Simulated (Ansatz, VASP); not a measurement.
One calculation of MgO, two programs

POSCAR

```
MgO
1.0
    3.0695003668      0.0000000000      0.0000000000
   -1.5347501834      2.5314401434      0.0000000000
    0.0000000000      0.0000000000      5.0921016473
Mg O
2 2
Direct
    0.0000000000      0.0000000000      0.0000000000
    0.0000000000      0.0000000000      0.5000000000
    0.3318328285      0.6636656569      0.2500000000
    0.6681671715      0.3363343431      0.7500000000
```

INCAR.step1

```
PREC = Accurate
ENCUT = 520
ISMEAR = 0
SIGMA = 0.01
LREAL = F
LASPH = T
NELM = 80
NBANDS = 16
GGA = PE
ALGO = Normal
EDIFF = 1E-4
LWAVE = T
LCHARG = F
```

File INCAR.step2:

```
PREC = Accurate
ENCUT = 520
EDIFF = 1E-6
ISMEAR = 0
SIGMA = 0.01
LREAL = F
LASPH = T
NELM = 80
ALGO = Normal
ISIF = 2
LWAVE = F
LCHARG = T
METAGGA = R2SCAN
LMIXTAU = T
LELF = T
LVHAR = T
NBANDS = 16
ISTART = 1
```

The input KPOINTS:

```
Automatic mesh
0
Gamma
  12 12 6
```

Input for Ansatz:

```yaml
crystal:
  lattice:
    - [3.0695003668, 0.0, 0.0]
    - [-1.5347501834, 2.5314401434, 0.0]
    - [0.0, 0.0, 5.0921016473]
  atoms:
    - { symbol: Mg, position: [0.0, 0.0, 0.0] }
    - { symbol: Mg, position: [0.0, 0.0, 0.5] }
    - { symbol: O, position: [0.3318328285, 0.6636656569, 0.25] }
    - { symbol: O, position: [0.6681671715, 0.3363343431, 0.75] }
kpoints:
  mp_grid: { grid: [12, 12, 6] }
  band_path:
    path:
      - [0.0, 0.0, 0.0]
      - [0.5, 0.0, 0.0]
      - [0.3333333333, 0.3333333333, 0.0]
      - [0.0, 0.0, 0.5]
      - [0.5, 0.0, 0.5]
      - [0.3333333333, 0.3333333333, 0.5]
    npoints: 1
hamiltonian:
  xc: r2scan
scf:
  occupations: { method: fixed }
  n_extra_bands: 5
output:
  forces: true
  stress: true
  eigenvalues: true
```

Change from the starting cell: uniaxial_x strain +5.0%.

Alike in both runs: task single point; functional r2SCAN; k mesh 12 × 12 × 6; no spin polarisation.

```csv
,VASP,Ansatz
version,VASP 6.6.1,Ansatz 0.2.0
potentials or method,"VASP PAW PBE potentials, release 64 (Mg, O)","plane waves, PAW"
plane-wave cutoff (eV),520,500
occupations,"gaussian, width 0.01 eV",fixed
valence electrons in the cell,16,32
```

Ansatz gave:

```
gap on the k mesh at the Fermi level (eV)                     : 4.89
pressure (GPa)                                                : -6.6
traceless stress, the component that is largest in VASP (GPa) : -9.00
```

Q: Which values does VASP return?

A: gap on the k mesh at the Fermi level (eV): 4.86; pressure (GPa): -7.7; traceless stress, the component that is largest in VASP (GPa): -9.03.

VASP's potentials were made for PBE, not for r2SCAN. VASP's potentials hold 16 valence electrons a cell and Ansatz's 32, so a difference there can come from the potentials and not from the codes.
